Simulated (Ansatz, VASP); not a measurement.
# Two plane-wave programs on Sc

File POSCAR:

```
Sc
1.0
   -1.8393400863      1.8393400863      1.8393400863
    1.8393400863     -1.8393400863      1.8393400863
    1.8393400863      1.8393400863     -1.8393400863
Sc
1
Direct
    0.0000000000      0.0000000000      0.0000000000
```

The input INCAR.step1:

```
PREC = Accurate
ENCUT = 520
ISMEAR = 0
SIGMA = 0.05
LREAL = F
LASPH = T
NELM = 100
NBANDS = 12
GGA = PE
ALGO = Normal
EDIFF = 1E-4
LWAVE = T
LCHARG = F
```

The input INCAR.step2:

```
PREC = Accurate
ENCUT = 520
EDIFF = 1E-7
ISMEAR = 0
SIGMA = 0.05
LREAL = F
LASPH = T
NELM = 100
ALGO = Normal
ISIF = 2
LWAVE = F
LCHARG = F
METAGGA = R2SCAN
LMIXTAU = T
NBANDS = 12
ISTART = 1
```

Contents of KPOINTS:

```
regular mesh
0
Gamma
  16 16 16
```

Input for Ansatz:

```yaml
crystal:
  lattice:
    - [-1.8393400863, 1.8393400863, 1.8393400863]
    - [1.8393400863, -1.8393400863, 1.8393400863]
    - [1.8393400863, 1.8393400863, -1.8393400863]
  atoms:
    - { symbol: Sc, position: [0.0, 0.0, 0.0] }
basis:
  ecutwfc: 500
  ecutrho_ratio: 4
kpoints:
  mp_grid: { grid: [16, 16, 16] }
hamiltonian:
  xc: r2scan
scf:
  occupations: { method: gaussian, width: 0.05 }
output:
  forces: true
  stress: true
  eigenvalues: true
```

Alike in both runs: task single point; functional r2SCAN; k mesh 16 × 16 × 16; occupations gaussian, width 0.05 eV; no spin polarisation.

|  | VASP | Ansatz |
| --- | --- | --- |
| version | VASP 6.6.1 | Ansatz 0.2.0 |
| potentials or method | VASP PAW PBE potentials, release 64 (Sc_sv), cutoff 520 eV | scalar-relativistic, plane waves, PAW |
| valence electrons in the cell | 11 | 11 |

```csv
,VASP,Ansatz,Ansatz less VASP
pressure (GPa),0.6,0.4,-0.21
```

VASP's potentials were made for PBE, not for r2SCAN.
